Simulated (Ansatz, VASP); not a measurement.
One calculation of InP, two programs

```
In P
1.0
     0.00000    2.85500    2.82645
     2.85500    0.00000    2.82645
     2.85500    2.85500    0.00000
In P
1 1
Direct
  0.00000 0.00000 0.00000
  0.50000 0.50000 0.50000
```

Change from the starting cell: zz strain of -1 %, PAW files.

Alike in both runs: task electric field gradients; functional PBE; k mesh 11 × 11 × 11; occupations fermi-dirac, width 0.03 eV; no spin polarisation.

|  | VASP | Ansatz |
| --- | --- | --- |
| version | VASP 6.6.1 | Ansatz 0.2.0 |
| potentials or method | VASP PAW PBE potentials, release 64 (In_d, P) | PAW with Ansatz's default frozen-core files, scalar-relativistic |
| plane-wave cutoff (eV) | 520 | 420 |
| valence electrons in the cell | 18 | 18 |

```tsv
	VASP	Ansatz	Ansatz less VASP
pressure (GPa)	-4.9	-4.9	+0.02
traceless stress, the component that is largest in VASP (GPa)	0.58	0.58	+0.002
size of Vzz on the site where it differs most (V/Å²)	9.4	9.3	-0.15
```
